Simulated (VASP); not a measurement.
Write the native input for VASP 6.6.1 that does the following.

```yaml
Task: single point
Functional: PBE
Dispersion: D3(BJ)
Potentials_or_basis: VASP PAW PBE potentials, release 64 (Al, Li_sv)
Cutoff: 520 eV
k_mesh: 2 × 3 × 1
Occupations: gaussian, width 0.05 eV
Spin: no spin polarisation
Dipole_correction: no
Further_INCAR_settings: LREAL = Auto; ALGO = Normal; EDIFF = 1e-06; NBANDS = 40
```

The structure of LiAl16 lies in POSCAR:

```
LiAl16
1.0
    8.1000000000      0.0000000000      0.0000000000
    0.0000000000      5.7275650000      0.0000000000
    0.0000000000      0.0000000000     15.2956740000
Al Li
16 1
Direct
    0.2500000000      0.2499999564      0.0653780278
    0.7500000000      0.2499999564      0.0653780278
    0.2500000000      0.7500000436      0.0653780278
    0.7500000000      0.7500000436      0.0653780278
   -0.0032113580      0.0021290025      0.1491447843
    0.5032114815      0.0021290025      0.1491447843
   -0.0007802469      0.5023237624      0.1482551864
    0.5007803704      0.5023237624      0.1482551864
    0.2500001235      0.2516462057      0.2406258135
    0.7500001235      0.2529855183      0.2394048801
    0.2500001235      0.7666105928      0.2409355090
    0.7500001235      0.7442338935      0.2428858643
   -0.0025039506      0.0105385098      0.3259394781
    0.5025040741      0.0105385098      0.3259394127
    0.0160402469      0.5121747200      0.3235770454
    0.4839598765      0.5121747200      0.3235770454
    0.7500001235      0.3726971235      0.4164419953
```

These files were run (other wordings do the same):

INCAR

```
PREC = Accurate
ENCUT = 520
EDIFF = 1E-6
ISMEAR = 0
SIGMA = 0.05
LREAL = Auto
LASPH = True
NELM = 80
ALGO = Normal
ISIF = 2
LWAVE = False
LCHARG = False
GGA = PE
IVDW = 12
NBANDS = 40
```

KPOINTS

```
Automatic mesh
0
Gamma
  2 3 1
```

Potentials or basis: VASP PAW PBE potentials, release 64 (Al, Li_sv).

The run is started by

```sh
$ cat potpaw_PBE.64/Al/POTCAR potpaw_PBE.64/Li_sv/POTCAR > POTCAR
$ mpirun -np 1 vasp_std > vasp.out
```

It gave:

| Item | Value |
| --- | --- |
| Largest force | 0.159 eV/Å |
| Dispersion energy per atom | -0.209 eV |

Caveat: the k points lie up to 0.39 Å⁻¹ apart.

Wall time 120 s on 1 thread of Intel(R) Xeon(R) 6975P-C (Granite Rapids) (shared host), peak memory 0.66 GiB.
